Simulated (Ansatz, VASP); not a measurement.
Al2Si2C: VASP beside Ansatz

File INCAR:

```
SYSTEM = Al2Si2C
ALGO = Normal ; EDIFF = 1E-6
EDIFFG = -0.01 ; ENCUT = 600
GGA = PE ; IBRION = 2
ISIF = 3 ; ISMEAR = 0
LASPH = .True. ; LCHARG = .False.
LREAL = .False. ; LWAVE = .False.
NELM = 100 ; NSW = 100
PREC = Accurate ; SIGMA = 0.1
```

File KPOINTS:

```
k-points
0
Gamma
  10 10 8
  0 0 0
```

The input POSCAR:

```
Al2Si2C
1.0
    3.8845508391      0.0000000000      0.0000000000
    0.0000000000      3.8845508391      0.0000000000
    0.0000000000      0.0000000000      5.3806413859
Al Si C
2 2 1
Direct
    0.5000000000      0.0000000000      0.5000000000
    0.0000000000      0.5000000000      0.5000000000
    0.5000000000      0.0000000000      0.0000000000
    0.0000000000      0.5000000000      0.0000000000
    0.0000000000      0.0000000000      0.0000000000
```

Input for Ansatz:

```yaml
crystal:
  lattice:
    - [3.8845508391, 0.0, 0.0]
    - [0.0, 3.8845508391, 0.0]
    - [0.0, 0.0, 5.3806413859]
  atoms:
    - { symbol: Al, position: [0.5, 0.0, 0.5] }
    - { symbol: Al, position: [0.0, 0.5, 0.5] }
    - { symbol: Si, position: [0.5, 0.0, 0.0] }
    - { symbol: Si, position: [0.0, 0.5, 0.0] }
    - { symbol: C, position: [0.0, 0.0, 0.0] }
basis:
  ecutwfc: 420
kpoints:
  mp_grid: { grid: [10, 10, 8] }
hamiltonian:
  xc: pbe
scf:
  occupations: { method: gaussian, width: 0.1 }
output:
  forces: true
  stress: true
  eigenvalues: true
  write_density: true
  write_potential: true
  elf: true
  volumetric_format: npy
relax:
  adjacent_minimum: "off"
  f_tol: 0.01
  max_steps: 80
  cell: { stress_tol: 0.05 }
```

Alike in both runs: task relaxation of cell and atoms; functional PBE; k mesh 10 × 10 × 8; occupations gaussian, width 0.1 eV; no spin polarisation.

|  | VASP | Ansatz |
| --- | --- | --- |
| version | VASP 6.6.1 | Ansatz 0.2.0 |
| potentials or method | VASP PAW PBE potentials, release 64 (Al, Si, C), cutoff 600 eV | scalar-relativistic, plane waves, PAW |
| valence electrons in the cell | 18 | 18 |

|  | VASP | Ansatz | Ansatz less VASP |
| --- | --- | --- | --- |
| gap on the k mesh at the Fermi level, each at its own relaxed structure (eV) | none | none | - |
| relaxed volume (Å³/atom) | 16.18 | 16.20 | +0.022 |
| relaxed cell length with the largest relative difference (Å) | 5.316 | 5.321 | +0.0048 |

A gap of «none» marks a metal or a gap that the smearing closes.
